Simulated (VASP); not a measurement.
# Pd (Fm-3m) in VASP: notebook, part 2 of 2

VASP 6.6.1.

## 4. Single point, r2SCAN0

Contents of POSCAR:

```
Pd
1.0
    0.0000000000      1.9465000000      1.9465000000
    1.9465000000      0.0000000000      1.9465000000
    1.9465000000      1.9465000000      0.0000000000
Pd
1
Direct
    0.0000000000      0.0000000000      0.0000000000
```

Contents of INCAR.step1:

```
SYSTEM = Pd
PREC = Accurate
ENCUT = 520
EDIFF = 1E-5
ISMEAR = -1
SIGMA = 0.05
LREAL = .False.
LASPH = .True.
NELM = 100
ALGO = Normal
ISIF = 2
LWAVE = .True.
LCHARG = .False.
NBANDS = 11
GGA = PE
```

Contents of INCAR.step2:

```
SYSTEM = Pd
PREC = Accurate
ENCUT = 520
EDIFF = 1E-6
ISMEAR = -1
SIGMA = 0.05
LREAL = .False.
LASPH = .True.
NELM = 100
ALGO = Normal
ISIF = 2
LWAVE = .False.
LCHARG = .False.
METAGGA = R2SCAN
LHFCALC = .True.
AEXX = 0.25
LMIXTAU = .True.
PRECFOCK = Normal
NBANDS = 11
ISTART = 1
```

Contents of KPOINTS:

```
Automatic mesh
0
Gamma
  6 6 6
  0 0 0
```

Potentials or basis: VASP PAW PBE potentials, release 64 (Pd).

Started as:

```
cat potpaw_PBE.64/Pd/POTCAR > POTCAR
cp INCAR.step1 INCAR
mpirun -np 1 vasp_std > vasp.out
cp INCAR.step2 INCAR
mpirun -np 1 vasp_std > vasp.out
```

OUTCAR:

```text
SYSTEM = Pd
   PREC = Accurate
   ENCUT = 520
   EDIFF = 1E-6
   ISMEAR = -1
   LREAL = .False.
   LASPH = .True.
   NELM = 100
   ISIF = 2
   METAGGA = R2SCAN
   LHFCALC = .True.
   AEXX = 0.25
   PRECFOCK = Normal
   ISTART = 1

 ion  position               nearest neighbor table
   1  0.000  0.000  0.000-

  LATTYP: Found a face centered cubic cell.
 ALAT       =     3.8930000000

  Lattice vectors:

 A1 = (   0.0000000000,   1.9465000000,   1.9465000000)
 A2 = (   1.9465000000,   0.0000000000,   1.9465000000)
 A3 = (   1.9465000000,   1.9465000000,   0.0000000000)

Analysis of symmetry for initial positions (statically):
[... 33 lines left out ...]
                                     Primitive cell

  volume of cell :      14.7500

  direct lattice vectors                    reciprocal lattice vectors
     0.000000000  1.946500000  1.946500000    -0.256871307  0.256871307  0.256871307
     1.946500000  0.000000000  1.946500000     0.256871307 -0.256871307  0.256871307
     1.946500000  1.946500000  0.000000000     0.256871307  0.256871307 -0.256871307

  length of vectors
     2.752766699  2.752766699  2.752766699     0.444914156  0.444914156  0.444914156

  position of ions in fractional coordinates (direct lattice)
     0.000000000  0.000000000  0.000000000

  ion indices of the primitive-cell ions
   primitive index   ion index
                 1           1

----------------------------------------------------------------------------------------

 KPOINTS: Automatic mesh

Automatic generation of k-mesh.
 Grid dimensions read from file:
 generate k-points for:    6    6    6

 Generating k-lattice:

  Cartesian coordinates                     Fractional coordinates (reciprocal lattice)
    -0.042811885  0.042811885  0.042811885     0.166666667  0.000000000  0.000000000
     0.042811885 -0.042811885  0.042811885     0.000000000  0.166666667  0.000000000
     0.042811885  0.042811885 -0.042811885     0.000000000  0.000000000  0.166666667

  Length of vectors
     0.074152359  0.074152359  0.074152359

[... 75 lines left out ...]
   NKREDZ  =     1    reduce k-point grid by
   AEXX    =    0.2500 exact exchange contribution
   HFSCREEN=    0.0000 screening length (either q_TF or 0.3 A-1)
   HFSCREENC=   0.0000 screening length for correlation (either q_TF or 0.3 A-1)
   ENCUTFOCK=  -1.0 apply spherical cutoff to Coloumb kernel
   IVDW    =     0    specifies the selected vdW correction
   LEPSILON=     F    determine dielectric tensor
   LRPA    =     F    only Hartree local field effects (RPA)
 non-spin polarized calculation
  energy-cutoff  :      520.00
  volume of cell :       14.75
 maximum number of plane-waves:       411
  NGX = 16; NGY = 16; NGZ = 16

 number of electron       9.9999999 magnetization

 Free energy of the ion-electron system (eV)
  ---------------------------------------------------
  ext. energy  EPLUGINS =         0.00000000
  ---------------------------------------------------
  free energy    TOTEN  =       -19.90599035 eV

  energy without entropy =      -19.89923896  energy(sigma->0) =      -19.90261465

 E-fermi :   8.8467     XC(G=0): -10.9141

 val. band max:        8.4229578124   @ k =  -0.3333   0.3333   0.1667
 cond. band min:       8.8910330129   @ k =   0.5000   0.1667   0.0000
 fundamental gap:      0.4680752005
 Fermi energy:         8.8467020915

 k-point     1 :       0.0000    0.0000    0.0000
  band No.  band energies     occupation
      1       1.0173      2.00000
      2       5.0857      2.00000
      3       5.0857      2.00000
      4       5.0857      2.00000
      5       6.6437      2.00000
      6       6.6437      2.00000
      7      28.7006      0.00000
      8      33.8223      0.00000
      9      33.8223      0.00000
     10      33.8223      0.00000
     11      37.9375      0.00000
[... 197 lines left out ...]
 k-point    16 :      -0.3333    0.5000    0.1667
  band No.  band energies     occupation
      1       3.0311      2.00000
      2       3.5058      2.00000
      3       6.1767      2.00000
      4       7.1062      2.00000
      5       9.5889      0.00000
      6      17.4773      0.00000
      7      21.8214      0.00000
      8      22.2640      0.00000
      9      23.1288      0.00000
     10      35.5756      0.00000
     11      37.8165      0.00000

------------------------ aborting loop because EDIFF is reached ----------------------------------------

  FORCE on cell =-STRESS in cart. coord.  units (eV):
  Direction    XX          YY          ZZ          XY          YZ          ZX
  --------------------------------------------------------------------------------------
  -------------------------------------------------------------------------------------
  Total       -0.0856305     -0.0856305     -0.0856305      0.0000000      0.0000000     -0.0000000
  in kB       -9.3013490     -9.3013490     -9.3013490      0.0000000      0.0000000     -0.0000000
  external PRESSURE =      -9.3013490 kB  Pullay stress =       0.0000000 kB

 VOLUME and BASIS-vectors are now :
 -----------------------------------------------------------------------------
  energy-cutoff  :      520.00
  volume of cell :       14.75
      direct lattice vectors                 reciprocal lattice vectors
     0.000000000  1.946500000  1.946500000    -0.256871307  0.256871307  0.256871307
     1.946500000  0.000000000  1.946500000     0.256871307 -0.256871307  0.256871307
     1.946500000  1.946500000  0.000000000     0.256871307  0.256871307 -0.256871307

 POSITION                                       TOTAL-FORCE (eV/Angst)
 -----------------------------------------------------------------------------------
      0.00000      0.00000      0.00000         0.000000      0.000000      0.000000
 -----------------------------------------------------------------------------------
    total drift:                               -0.000004     -0.000005     -0.000004

  FREE ENERGIE OF THE ION-ELECTRON SYSTEM (eV)
  ---------------------------------------------------
  free  energy   TOTEN  =       -19.9059903533 eV

  energy  without entropy=      -19.8992389558  energy(sigma->0) =      -19.90261465
```

Run time: 4.3 min. Hardware: 1 thread of Intel Xeon 6975P-C (Granite Rapids), shared host; peak memory 0.14 GiB.

Results:

```
Free energy            : -19.9060 eV
Pressure               : -0.9 GPa
Band gap on the k mesh : zero (band 5 reaches 9.66 eV, above the bottom of band 6 at 6.62 eV)
```

Caveat: the k points lie up to 0.47 Å⁻¹ apart; the PAW data sets were made with another functional, which shifts forces and pressure a little.

## 5. Single point, r2SCAN (volume scaled by 1.04)

Contents of POSCAR:

```
Pd
1.0
    0.0000000000      1.9721147795      1.9721147795
    1.9721147795      0.0000000000      1.9721147795
    1.9721147795      1.9721147795      0.0000000000
Pd
1
Direct
    0.0000000000      0.0000000000      0.0000000000
```

Contents of INCAR.step1:

```
SYSTEM = Pd
  PREC = Accurate
  ENCUT = 550
  ISMEAR = -1
  SIGMA = 0.05
  LREAL = .FALSE.
  LASPH = .TRUE.
  NELM = 120
  NBANDS = 11
  GGA = PE
  ALGO = Normal
  EDIFF = 1E-5
  LWAVE = .TRUE.
  LCHARG = .FALSE.
  GGA_COMPAT = .FALSE.
```

Contents of INCAR.step2:

```
SYSTEM = Pd
  PREC = Accurate
  ENCUT = 550
  EDIFF = 1E-6
  ISMEAR = -1
  SIGMA = 0.05
  LREAL = .FALSE.
  LASPH = .TRUE.
  NELM = 120
  ALGO = Normal
  ISIF = 2
  LWAVE = .FALSE.
  LCHARG = .TRUE.
  METAGGA = R2SCAN
  LMIXTAU = .TRUE.
  LELF = .TRUE.
  LVHAR = .TRUE.
  NBANDS = 11
  ISTART = 1
  GGA_COMPAT = .FALSE.
```

Contents of KPOINTS:

```
Automatic mesh
0
G
  12 12 12
  0 0 0
```

Started as:

```
cat potpaw_PBE.64/Pd/POTCAR > POTCAR
cp INCAR.step1 INCAR
mpirun -np 1 vasp_std > vasp.out
cp INCAR.step2 INCAR
mpirun -np 1 vasp_std > vasp.out
```

Run time: 31 s. Hardware: 1 thread of Intel Xeon 6975P-C, shared host; peak memory 0.15 GiB.

It converged, with:

| Quantity | Value |
| --- | --- |
| Free energy | -22.9531 eV |
| Pressure | -4.4 GPa |
| Band gap on the k mesh | zero (band 5 reaches 9.24 eV, above the bottom of band 6 at 7.66 eV) |

Levels at points of the mesh, in eV from the Fermi level:
```tsv
k point	band 1	band 2	band 3	band 4	band 5	band 6	band 7	band 8	band 9	band 10
(0.00, 0.00, 0.00)	-6.85	-2.72	-2.72	-2.72	-1.21	-1.21	18.02	22.59	22.78	22.78
(0.50, 0.00, 0.00)	-5.09	-2.78	-2.78	-0.02	-0.02	1.41	7.42	17.41	21.75	21.75
(0.50, 0.50, 0.00)	-5.18	-4.92	-0.08	0.30	0.30	3.69	10.92	13.73	13.73	21.71
```

Caveat: the PAW data sets were made with another functional, which shifts forces and pressure a little.

## 6. Summary

| task | level | cell | k mesh | cutoff (eV) | grid for exact exchange (PRECFOCK) | share of exact exchange | screening parameter | gap on the mesh (eV) | pressure (GPa) |
| --- | --- | --- | --- | --- | --- | --- | --- | --- | --- |
| relaxation of cell and atoms | PBEsol | relaxed to 30 GPa from a = 2.753 Å, angles 60.0°, 1 atom | 12 × 12 × 12 | 600 | - | - | - | none | 30.0 |
| single point | PBEsol-based screened hybrid | a = 2.725 Å, angles 60.0°, 1 atom | 6 × 6 × 6 | 520 | Normal | 0.25 | 0.207 1/Å | none | 0.6 |
| single point | r2SCAN0 | a = 2.753 Å, angles 60.0°, 1 atom | 6 × 6 × 6 | 520 | Normal | - | - | none | -0.9 |
| single point | r2SCAN | a = 2.789 Å, angles 60.0°, 1 atom | 12 × 12 × 12 | 550 | - | - | - | none | -4.4 |

Alike in all rows: potentials or basis VASP PAW PBE potentials, release 64 (Pd); no spin polarisation; smearing fermi-dirac 0.05 eV.

Caveats: some runs use coarse meshes; the PAW data sets were made with another functional, which shifts forces and pressure a little; the cell is relaxed towards a set pressure, so the enthalpy falls and the energy may rise (some runs).

Total energies depend on the potentials used, so only differences within one code and one set of settings carry meaning.
